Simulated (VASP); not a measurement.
Set up this calculation in VASP 6.6.1, as the native input.

```
Task                   : single point
Functional             : PBE
Potentials or basis    : VASP PAW PBE potentials, release 64 (Si, O)
Cutoff                 : 520 eV
k mesh                 : 4 × 4 × 3
Occupations            : fermi-dirac, width 0.02 eV
Spin                   : no spin polarisation
Dipole correction      : no
Further INCAR settings : ALGO = Normal; EDIFF = 1e-06; NBANDS = 44
```

The structure of SiO2 lies in POSCAR:

```
SiO2
1.0
    4.9329000000      0.0000000000      0.0000000000
    0.0000000000      4.9329000000      0.0000000000
    0.0000000000      0.0000000000      6.4645000000
Si O
4 8
Direct
    0.8168962330      0.8168962330      0.5000000000
    0.6831037670      0.3168962330      0.2500000000
    0.1831037670      0.1831037670      0.0000000000
    0.3168962330      0.6831037670      0.7500000000
    0.2692597703      0.3636645933      0.7999875025
    0.1363354067      0.7692597703      0.5499875025
    0.7307402297      0.6363354067      0.2999875025
    0.8636645933      0.2307402297      0.0499875025
    0.7692597703      0.1363354067      0.4500124975
    0.6363354067      0.7307402297      0.7000124975
    0.2307402297      0.8636645933      0.9500124975
    0.3636645933      0.2692597703      0.2000124975
```

One way to write it, as run:

INCAR

```
SYSTEM = SiO2
ALGO = Normal ; EDIFF = 1E-6
ENCUT = 520 ; GGA = PE
ISIF = 2 ; ISMEAR = -1
LASPH = .True. ; LCHARG = .True.
LELF = .True. ; LREAL = .False.
LVHAR = .True. ; LWAVE = .False.
NBANDS = 44 ; NELM = 60
PREC = Accurate ; SIGMA = 0.02
```

KPOINTS

```
k-points
0
Gamma
  4 4 3
  0 0 0
```

Potentials or basis: VASP PAW PBE potentials, release 64 (Si, O).

Launch:

```bash
$ cat potpaw_PBE.64/Si/POTCAR potpaw_PBE.64/O/POTCAR > POTCAR
$ mpirun -np 1 vasp_std > vasp.out
```

It gave:

The pressure is 2.9 GPa, the largest force is 0.028 eV/Å and the band gap on the k mesh is 5.66 eV, direct.

Wall time 91 s on 1 thread of Intel Xeon 6975P-C (shared host), peak memory 0.28 GiB.
